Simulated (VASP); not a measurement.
A run of VASP 6.6.1 is set up as follows.

INCAR

```
SYSTEM = BAs
  PREC = Accurate
  ENCUT = 560
  EDIFF = 1E-6
  ISMEAR = 0
  SIGMA = 0.01
  LREAL = .False.
  LASPH = .True.
  NELM = 120
  ALGO = Normal
  ISIF = 2
  LWAVE = .False.
  LCHARG = .False.
  NBANDS = 16
  GGA_COMPAT = .False.
```

Contents of KPOINTS:

```
regular mesh
0
Gamma
  10 10 10
  0 0 0
```

The input POSCAR:

```
BAs
1.0
    0.0000000000      2.3149752883      2.3149752883
    2.3149752883      0.0000000000      2.3149752883
    2.3149752883      2.3149752883      0.0000000000
B As
1 1
Direct
    0.0000000000      0.0000000000      0.0000000000
    0.7500000000      0.7500000000      0.7500000000
```

Potentials or basis: VASP PAW LDA potentials, release 64 (B, As_d).

Run with:

```bash
$ cat potpaw_LDA.64/B/POTCAR potpaw_LDA.64/As_d/POTCAR > POTCAR
$ mpirun -np 1 vasp_std > vasp.out
```

Q: Estimate the band gap on the k mesh.

A: 1.04 eV (least direct gap 3.38 eV).

Q: Estimate the pressure.

A: 12.1 GPa.

Caveat: the cell stands under pressure. A k mesh can miss the band edges.
